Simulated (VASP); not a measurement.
# HfC (Fm-3m) in VASP: further runs

HfC is run at these levels: PBE; tasks: single point.

Program: VASP 6.6.1. These are calculated values, not measurements. Logs are shortened: lines on timing, memory, paths and dates and some standing lists are left out, and cuts for length are marked.

**1. The cell of the first run**

Symmetry: Fm-3m, No. 225, cubic system. The conventional cell has a = 4.650 Å, b = 4.650 Å, c = 4.650 Å, α = 90.00°, β = 90.00°, γ = 90.00°. Hf (site symmetry m-3m) has 6 C at 2.33 Å within 3.1 Å. Within 3.1 Å of C (site symmetry m-3m) lie 6 Hf at 2.33 Å.

**2. Single point, PBE**

INCAR reads:

```
PREC = Accurate
ENCUT = 600
EDIFF = 1E-6
ISMEAR = 0
SIGMA = 0.05
LREAL = F
LASPH = T
NELM = 120
ALGO = Normal
ISIF = 2
LWAVE = F
LCHARG = T
GGA = PE
LELF = T
LVHAR = T
NBANDS = 14
GGA_COMPAT = F
```

KPOINTS reads:

```
Automatic mesh
0
Gamma
  8 8 8
```

POSCAR reads:

```
HfC
1.0
    0.0000000000      2.3250013489      2.3250013489
    2.3250013489      0.0000000000      2.3250013489
    2.3250013489      2.3250013489      0.0000000000
Hf C
1 1
Direct
    0.5000000000      0.5000000000      0.5000000000
    0.0000000000      0.0000000000      0.0000000000
```

Potentials or basis: VASP PAW PBE potentials, release 64 (Hf_pv, C).

Started as:

```sh
$ cat potpaw_PBE.64/Hf_pv/POTCAR potpaw_PBE.64/C/POTCAR > POTCAR
$ mpirun -np 1 vasp_std > vasp.out
```

OUTCAR:

```text
PREC = Accurate
   ENCUT = 600
   EDIFF = 1E-6
   ISMEAR = 0
   LREAL = F
   LASPH = T
   NELM = 120
   ISIF = 2
   GGA = PE

 ion  position               nearest neighbor table
   1  0.500  0.500  0.500-   2 2.33   2 2.33   2 2.33   2 2.33   2 2.33   2 2.33
   2  0.000  0.000  0.000-   1 2.33   1 2.33   1 2.33   1 2.33   1 2.33   1 2.33

  LATTYP: Found a face centered cubic cell.
 ALAT       =     4.6500026978

  Lattice vectors:

 A1 = (   0.0000000000,   2.3250013489,   2.3250013489)
 A2 = (   2.3250013489,   0.0000000000,   2.3250013489)
 A3 = (   2.3250013489,   2.3250013489,   0.0000000000)

Analysis of symmetry for initial positions (statically):
=====================================================================
 Subroutine PRICEL returns:
 Original cell was already a primitive cell.

 Routine SETGRP: Setting up the symmetry group for a
 face centered cubic supercell.

 Subroutine GETGRP returns: Found 48 space group operations
 (whereof 48 operations were pure point group operations)
 out of a pool of 48 trial point group operations.

The static configuration has the point symmetry O_h .

Analysis of symmetry for dynamics (positions and initial velocities):
=====================================================================
 Subroutine PRICEL returns:
 Original cell was already a primitive cell.

 Routine SETGRP: Setting up the symmetry group for a
 face centered cubic supercell.

 Subroutine GETGRP returns: Found 48 space group operations
 (whereof 48 operations were pure point group operations)
 out of a pool of 48 trial point group operations.

The dynamic configuration has the point symmetry O_h .

 Subroutine INISYM returns: Found 48 space group operations
 (whereof 48 operations are pure point group operations),
 and found     1 'primitive' translations

----------------------------------------------------------------------------------------

                                     Primitive cell

  volume of cell :      25.1362

  direct lattice vectors                    reciprocal lattice vectors
     0.000000000  2.325001349  2.325001349    -0.215053639  0.215053639  0.215053639
     2.325001349  0.000000000  2.325001349     0.215053639 -0.215053639  0.215053639
     2.325001349  2.325001349  0.000000000     0.215053639  0.215053639 -0.215053639

  length of vectors
     3.288048440  3.288048440  3.288048440     0.372483829  0.372483829  0.372483829

  position of ions in fractional coordinates (direct lattice)
     0.500000000  0.500000000  0.500000000
     0.000000000  0.000000000  0.000000000

  ion indices of the primitive-cell ions
   primitive index   ion index
                 1           1
                 2           2

----------------------------------------------------------------------------------------

 KPOINTS: Automatic mesh

Automatic generation of k-mesh.
 Grid dimensions read from file:
 generate k-points for:    8    8    8

 Generating k-lattice:

  Cartesian coordinates                     Fractional coordinates (reciprocal lattice)
    -0.026881705  0.026881705  0.026881705     0.125000000  0.000000000  0.000000000
     0.026881705 -0.026881705  0.026881705     0.000000000  0.125000000  0.000000000
     0.026881705  0.026881705 -0.026881705     0.000000000  0.000000000  0.125000000

  Length of vectors
     0.046560479  0.046560479  0.046560479

  Shift w.r.t. Gamma in fractional coordinates (k-lattice)
     0.000000000  0.000000000  0.000000000

 Subroutine IBZKPT returns following result:
 ===========================================

 Found     29 irreducible k-points:

 Following reciprocal coordinates:
            Coordinates               Weight
  0.000000  0.000000  0.000000      1.000000
  0.125000  0.000000  0.000000      8.000000
  0.250000  0.000000  0.000000      8.000000
  0.375000  0.000000  0.000000      8.000000
  0.500000  0.000000  0.000000      4.000000
  0.125000  0.125000  0.000000      6.000000
[... 16 lines left out ...]
  0.500000  0.250000  0.125000     48.000000
 -0.375000  0.250000  0.125000     24.000000
 [... further k-points ...]
   k-points           NKPTS =     29   k-points in BZ     NKDIM =     29   number of bands    NBANDS=     14
   number of dos      NEDOS =    301   number of ions     NIONS =      2
   total plane-waves  NPLWV =  21952
   dimension x,y,z NGX =    28 NGY =   28 NGZ =   28
   dimension x,y,z NGXF=    56 NGYF=   56 NGZF=   56
   ions per type =               1   1
   NGX,Y,Z   is equivalent  to a cutoff of  14.16, 14.16, 14.16 a.u.
   NGXF,Y,Z  is equivalent  to a cutoff of  28.31, 28.31, 28.31 a.u.
 SYSTEM =  unknown system
   PREC   = accura    normal or accurate (medium, high low for compatibility)
   ISTART =      0    job   : 0-new  1-cont  2-samecut
   ICHARG =      2    charge: 1-file 2-atom 10-const
   ISPIN  =      1    spin polarized calculation?
   LNONCOLLINEAR =      F non collinear calculations
   LSORBIT =      F    spin-orbit coupling
   LASPH  =      T    aspherical Exc in radial PAW
   ENCUT  =  600.0 eV  44.10 Ry    6.64 a.u.   6.57  6.57  6.57*2*pi/ulx,y,z
   NELM   =    120;   NELMIN=  2; NELMDL= -5     # of ELM steps
   EDIFF  = 0.1E-05   stopping-criterion for ELM
   LREAL  =      F    real-space projection
   EDIFFG = 0.1E-04   stopping-criterion for IOM
   NSW    =      0    number of steps for IOM
   IBRION =     -1    ionic relax: 0-MD 1-quasi-New 2-CG
   NFREE  =      0    steps in history (QN), initial steepest desc. (CG)
   ISIF   =      2    stress and relaxation
   ISYM   =      2    0-nonsym 1-usesym 2-fastsym
   POTIM  = 0.5000    time-step for ionic-motion
   TEBEG  =    0.0;   TEEND  =   0.0 temperature during run
   PSTRESS=    0.0 pullay stress
   NELECT =      14.0000    total number of electrons
   NUPDOWN=      -1.0000    fix difference up-down
   EMIN   =  10.00;   EMAX   =-10.00  energy-range for DOS
   EFERMI =   0.00;   METHOD = LEGACY
   ISMEAR =     0;   SIGMA  =   0.05  broadening in eV -4-tet -1-fermi 0-gaus
   EFERMI_NEDOS =   21; number of points for ismear=-14 and -15
   IALGO  =     38    algorithm
   IMIX   =      4    mixing-type and parameters
     AMIX     =   0.40;   BMIX     =  1.00
     AMIX_MAG =   1.60;   BMIX_MAG =  1.00
  volume/ion in A,a.u.               =      12.57        84.81
  Fermi-wavevector in a.u.,A,eV,Ry     =   1.346948  2.545363 24.684643  1.814270
  Thomas-Fermi vector in A             =   2.474739
   LORBIT       =      0    0 simple, 1 ext, 2 COOP (PROOUT), +10 PAW based schemes
   GGA     = PE    functional components
   LHFCALC =     F    Hartree Fock is set to
   AEXX    =    0.0000 exact exchange contribution
   IVDW    =     0    specifies the selected vdW correction
   LEPSILON=     F    determine dielectric tensor
   LRPA    =     F    only Hartree local field effects (RPA)
 non-spin polarized calculation
 Gauss-broadening in eV      SIGMA  =   0.05
  energy-cutoff  :      600.00
  volume of cell :       25.14
 maximum number of plane-waves:       869
 NGX is ok and might be reduce to    28
   NGX = 13   NGY = 13   NGZ = 13

 number of electron      14.0000000 magnetization

 Free energy of the ion-electron system (eV)
  ---------------------------------------------------
  ext. energy  EPLUGINS =         0.00000000
  ---------------------------------------------------
  free energy    TOTEN  =       -21.04286326 eV

  energy without entropy =      -21.04236156  energy(sigma->0) =      -21.04261241

 E-fermi :   5.8895     XC(G=0): -12.2849

 val. band max:        5.8582162309   @ k =   0.5000   0.5000   0.0000
 cond. band min:       5.9360148209   @ k =   0.1250   0.1250   0.0000
 fundamental gap:      0.0777985900
 Fermi energy:         5.8894898453

 k-point     1 :       0.0000    0.0000    0.0000
  band No.  band energies     occupation
      1     -23.6201      2.00000
      2     -23.6201      2.00000
      3     -23.6201      2.00000
      4      -6.3548      2.00000
      5       6.9556      0.00000
      6       6.9556      0.00000
      7       6.9556      0.00000
      8       7.3440      0.00000
      9       7.3440      0.00000
     10       7.3440      0.00000
     11       9.3433      0.00000
     12       9.3433      0.00000
     13      12.7822      0.00000
     14      16.9533      0.00000

 k-point     2 :       0.1250    0.0000    0.0000
  band No.  band energies     occupation
      1     -23.7250      2.00000
      2     -23.6302      2.00000
      3     -23.6302      2.00000
      4      -5.9687      2.00000
      5       5.1486      2.00000
      6       5.6446      2.00000
      7       5.6446      2.00000
      8       7.9013      0.00000
      9       7.9013      0.00000
     10       8.2599      0.00000
     11      10.9035      0.00000
     12      10.9035      0.00000
     13      13.5995      0.00000
     14      18.0064      0.00000

 k-point     3 :       0.2500    0.0000    0.0000
  band No.  band energies     occupation
      1     -23.9691      2.00000
      2     -23.6546      2.00000
      3     -23.6546      2.00000
      4      -4.9289      2.00000
      5       2.9215      2.00000
      6       4.2080      2.00000
      7       4.2080      2.00000
      8       8.9440      0.00000
      9       8.9984      0.00000
     10       8.9984      0.00000
     11      13.4916      0.00000
     12      13.4916      0.00000
     13      14.9587      0.00000
     14      19.6939      0.00000
[... 324 lines left out ...]
 k-point    23 :       0.5000    0.2500    0.1250
  band No.  band energies     occupation
      1     -24.1406      2.00000
      2     -23.8465      2.00000
      3     -23.7267      2.00000
      4      -3.5850      2.00000
      5       1.3236      2.00000
      6       3.3598      2.00000
      7       3.7062      2.00000
      8       8.5720      0.00000
      9      11.3686      0.00000
     10      11.6547      0.00000
     11      13.2766      0.00000
     12      15.2883      0.00000
     13      17.6236      0.00000
     14      18.9729      0.00000

 k-point    24 :      -0.3750    0.2500    0.1250
  band No.  band energies     occupation
      1     -24.1938      2.00000
      2     -23.8643      2.00000
      3     -23.7473      2.00000
      4      -3.2052      2.00000
      5       0.9762      2.00000
      6       3.1959      2.00000
      7       3.4756      2.00000
      8       9.8466      0.00000
      9      10.1627      0.00000
     10      11.9866      0.00000
     11      14.8347      0.00000
     12      15.4821      0.00000
     13      16.9492      0.00000
     14      19.2157      0.00000

 [... further k-points ...]

------------------------ aborting loop because EDIFF is reached ----------------------------------------

  FORCE on cell =-STRESS in cart. coord.  units (eV):
  Direction    XX          YY          ZZ          XY          YZ          ZX
  --------------------------------------------------------------------------------------
  -------------------------------------------------------------------------------------
  Total       -0.0770600     -0.0770600     -0.0770600      0.0000000      0.0000000     -0.0000000
  in kB       -4.9117915     -4.9117915     -4.9117915      0.0000000      0.0000000     -0.0000000
  external PRESSURE =      -4.9117915 kB  Pullay stress =       0.0000000 kB

 VOLUME and BASIS-vectors are now :
 -----------------------------------------------------------------------------
  energy-cutoff  :      600.00
  volume of cell :       25.14
      direct lattice vectors                 reciprocal lattice vectors
     0.000000000  2.325001349  2.325001349    -0.215053639  0.215053639  0.215053639
     2.325001349  0.000000000  2.325001349     0.215053639 -0.215053639  0.215053639
     2.325001349  2.325001349  0.000000000     0.215053639  0.215053639 -0.215053639

 POSITION                                       TOTAL-FORCE (eV/Angst)
 -----------------------------------------------------------------------------------
      2.32500      2.32500      2.32500        -0.000000      0.000000      0.000000
      0.00000      0.00000      0.00000         0.000000     -0.000000     -0.000000
 -----------------------------------------------------------------------------------
    total drift:                                0.000000      0.000000      0.000000

  FREE ENERGIE OF THE ION-ELECTRON SYSTEM (eV)
  ---------------------------------------------------
  free  energy   TOTEN  =       -21.0428632570 eV

  energy  without entropy=      -21.0423615582  energy(sigma->0) =      -21.04261241
```

It took 14 s on 1 thread of Intel Xeon Platinum 8259CL at 2.50GHz (Skylake/Cascade Lake), shared host; peak memory 0.16 GiB.

Results:

| Property | Result |
| --- | --- |
| Free energy | -21.0429 eV |
| Pressure | -0.5 GPa |
| Band gap on the k mesh | zero (bands 7 and 8 overlap by 1.42 eV) |

Caveat: spin-orbit coupling is left out, which moves the levels of the heavy elements.

**3. Single point, PBE**

INCAR reads:

```
SYSTEM = HfC
PREC = Accurate
ENCUT = 600
EDIFF = 1E-6
ISMEAR = 0
SIGMA = 0.05
LREAL = .FALSE.
LASPH = .TRUE.
NELM = 120
ALGO = Normal
ISIF = 2
LWAVE = .FALSE.
LCHARG = .TRUE.
GGA = PE
LELF = .TRUE.
LVHAR = .TRUE.
NBANDS = 14
GGA_COMPAT = .FALSE.
```

KPOINTS reads:

```
Automatic mesh
0
G
  8 8 8
  0 0 0
```

POSCAR is that of step 2.

Potentials or basis: VASP PAW PBE potentials, release 64 (Hf_pv, C).

Started as:

```sh
$ cat potpaw_PBE.64/Hf_pv/POTCAR potpaw_PBE.64/C/POTCAR > POTCAR
$ mpirun -np 1 vasp_std > vasp.out
```

Run time: 14 s. Hardware: 1 thread of Intel Xeon Platinum 8259CL at 2.50GHz (Skylake/Cascade Lake), shared host; peak memory 0.16 GiB.

Results (log left out):

| Quantity | Value |
| --- | --- |
| Free energy | -21.0429 eV |
| Pressure | -0.5 GPa |
| Band gap on the k mesh | zero (bands 7 and 8 overlap by 1.42 eV) |

Levels at points of the mesh, in eV from the Fermi level:
```
           k point  band 3  band 4  band 5  band 6  band 7  band 8  band 9  band 10  band 11  band 12
(0.00, 0.00, 0.00)  -29.51  -12.24    1.07    1.07    1.07    1.45    1.45     1.45     3.45     3.45
(0.50, 0.00, 0.00)  -29.58   -8.50   -6.07   -2.92   -2.92    5.38    5.38     5.85     6.61    11.46
(0.50, 0.50, 0.00)  -29.74  -10.34   -2.52   -1.71   -0.03   -0.03    5.37     6.80     6.80     8.50
```

Caveat: spin-orbit coupling is left out, which moves the levels of the heavy elements.

**4. Single point, PBE, collinear spin, zero start**

INCAR reads:

```
SYSTEM = HfC
PREC = Accurate
ENCUT = 600
EDIFF = 1E-6
ISMEAR = 0
SIGMA = 0.05
LREAL = .FALSE.
LASPH = .TRUE.
NELM = 200
ALGO = Normal
ISIF = 2
LWAVE = .FALSE.
LCHARG = .TRUE.
ISPIN = 2
MAGMOM = 0 0
LORBIT = 11
LMAXMIX = 4
GGA = PE
LELF = .TRUE.
LVHAR = .TRUE.
NBANDS = 18
GGA_COMPAT = .FALSE.
```

KPOINTS reads:

```
regular mesh
0
G
  8 8 8
  0 0 0
```

POSCAR is that of step 3.

Started as:

```sh
$ cat potpaw_PBE.64/Hf_pv/POTCAR potpaw_PBE.64/C/POTCAR > POTCAR
$ mpirun -np 1 vasp_std > vasp.out
```

Wall time 33 s (1 thread of Intel Xeon Platinum 8259CL at 2.50GHz (Skylake/Cascade Lake), shared host); peak memory 0.19 GiB.

Results (log left out):

```
Free energy                                           : -21.0429 eV
Pressure                                              : -0.5 GPa
Band gap on the k mesh                                : zero (filled and empty bands overlap)
Net moment                                            : 0.00 μB per cell
Valence electrons inside the program's atomic spheres : Hf 8.59; C 2.39
```

Levels at points of the mesh, in eV from the Fermi level:
Spin up:
| k point | band 4 | band 5 | band 6 | band 7 | band 8 | band 9 | band 10 | band 11 |
| --- | --- | --- | --- | --- | --- | --- | --- | --- |
| (0.00, 0.00, 0.00) | -12.24 | 1.07 | 1.07 | 1.07 | 1.45 | 1.45 | 1.45 | 3.45 |
| (0.50, 0.00, 0.00) | -8.50 | -6.07 | -2.92 | -2.92 | 5.38 | 5.38 | 5.85 | 6.61 |
| (0.50, 0.50, 0.00) | -10.34 | -2.52 | -1.71 | -0.03 | -0.03 | 5.37 | 6.80 | 6.80 |
Spin down:
| k point | band 4 | band 5 | band 6 | band 7 | band 8 | band 9 | band 10 | band 11 |
| --- | --- | --- | --- | --- | --- | --- | --- | --- |
| (0.00, 0.00, 0.00) | -12.24 | 1.07 | 1.07 | 1.07 | 1.45 | 1.45 | 1.45 | 3.45 |
| (0.50, 0.00, 0.00) | -8.50 | -6.07 | -2.92 | -2.92 | 5.38 | 5.38 | 5.85 | 6.61 |
| (0.50, 0.50, 0.00) | -10.34 | -2.52 | -1.71 | -0.03 | -0.03 | 5.37 | 6.80 | 6.80 |

Caveat: spin-orbit coupling is left out, which moves the levels of the heavy elements.
